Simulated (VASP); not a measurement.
## GePt: single point with PBE

The system is GePt.

```
Ge Pt
1.0
     3.19802    0.00000    0.00000
     0.00000    3.19802    0.00000
     0.00000    0.00000    3.19802
Ge Pt
1 1
Direct
  0.50000 0.50000 0.50000
  0.00000 0.00000 0.00000
```

```json
{
 "Program": "VASP 6.6.1",
 "Task": "single point",
 "Functional": "PBE",
 "Potentials or basis": "VASP PAW PBE potentials, release 64 (Ge_d, Pt)",
 "Cutoff": "500 eV",
 "k mesh": "6 × 6 × 6",
 "Occupations": "gaussian, width 0.2 eV",
 "Spin": "no spin polarisation"
}
```

The pressure is -0.5 GPa. The band gap on the k mesh is zero (band 12 reaches 11.87 eV, above the bottom of band 13 at 8.21 eV).

Levels at points of the mesh, in eV from the Fermi level:
```tsv
k point	band 9	band 10	band 11	band 12	band 13	band 14	band 15	band 16
(0.00, 0.00, 0.00)	-2.20	-2.20	-2.20	1.86	1.86	1.86	4.33	9.94
(0.50, 0.00, 0.00)	-3.74	-3.74	-2.10	-0.94	6.60	6.60	7.55	7.85
(0.50, 0.50, 0.00)	-3.88	-3.04	-3.04	-1.21	-0.06	1.06	4.98	11.09
(0.50, 0.50, 0.50)	-5.41	-1.14	-1.14	2.54	2.54	2.54	4.05	4.05
```

It took 7.8 s on 1 thread of Intel Xeon 6975P-C (shared host), peak memory 0.14 GiB.

Caveat: spin-orbit coupling is left out, which moves the levels of the heavy elements.
